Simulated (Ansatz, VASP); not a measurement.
# Two plane-wave programs on Zn

```
Zn
1.0
     2.64286   -2.83613    0.00000
     2.64286    2.83613    0.00000
     0.00000    0.00000    6.00428
Zn
5
Direct
  0.50000 0.00000 0.28693
  0.00000 0.50000 0.71307
  0.00000 0.50000 0.28693
  0.50000 0.00000 0.71307
  0.00000 0.00000 0.00000
```

Alike in both runs: functional PBE; k mesh 4 × 4 × 4; occupations gaussian, width 0.1 eV; no spin polarisation.

Ansatz relaxed the structure, and its values are those at the end. VASP's run is a single point on that final structure, the one shown.

|  | VASP | Ansatz |
| --- | --- | --- |
| version | VASP 6.6.1 | Ansatz 0.2.0 |
| potentials or method | VASP PAW PBE potentials, release 64 (Zn), cutoff 520 eV | scalar-relativistic, plane waves, PAW |
| valence electrons in the cell | 60 | 60 |

Ansatz gave:

| Quantity | Value |
| --- | --- |
| gap on the k mesh at the Fermi level (eV) | none |
| pressure (GPa) | -0.2 |
| rms of the force components (eV/Å) | 0.003 |

Task: What did VASP give for the same quantities?

Result: gap on the k mesh at the Fermi level (eV): none; pressure (GPa): 0.1; rms of the force components (eV/Å): 0.002.

A gap of «none» marks a metal or a gap that the smearing closes.

The k mesh is coarse, so the values compare programs but aren't converged.
